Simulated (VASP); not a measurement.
Wanted: the native input for a VASP 6.6.1 run.

- Task: single point
- Functional: PBEsol
- Potentials or basis: VASP PAW PBE potentials, release 64 (Ta_pv, N)
- Cutoff: 520 eV
- k mesh: 11 × 11 × 10
- Occupations: fermi-dirac, width 0.15 eV
- Spin: no spin polarisation
- Dipole correction: no
- Further INCAR settings: ALGO = Normal; EDIFF = 1e-06; NBANDS = 15

The structure of TaN lies in POSCAR:

```
TaN
1.0
    2.9182812851      0.0000000000      0.0000000000
   -1.4591406425      2.5273060895      0.0000000000
    0.0000000000      0.0000000000      2.8636504237
Ta N
1 1
Direct
    0.3333333333      0.6666666667      0.5000000000
    0.0000000000      0.0000000000      0.0000000000
```

The input as run:

INCAR

```
SYSTEM = TaN
PREC = Accurate
ENCUT = 520
EDIFF = 1E-6
ISMEAR = -1
SIGMA = 0.15
LREAL = .False.
LASPH = .True.
NELM = 60
ALGO = Normal
ISIF = 2
LWAVE = .False.
LCHARG = .True.
GGA = PS
LELF = .True.
LVHAR = .True.
NBANDS = 15
```

KPOINTS

```
regular mesh
0
Gamma
  11 11 10
  0 0 0
```

Potentials or basis: VASP PAW PBE potentials, release 64 (Ta_pv, N).

Launch:

```console
$ cat potpaw_PBE.64/Ta_pv/POTCAR potpaw_PBE.64/N/POTCAR > POTCAR
$ mpirun -np 1 vasp_std > vasp.out
```

It gave:

- Pressure: 3.2 GPa
- Band gap on the k mesh: zero (bands 8 and 9 overlap by 0.51 eV)

Caveat: the cell stands under pressure; the PAW data sets were made with another functional, which shifts forces and pressure a little; spin-orbit coupling is left out, which moves the levels of the heavy elements.

Wall time 45 s on 1 thread of Intel Xeon 8259CL, with other jobs on the host, peak memory 0.16 GiB.
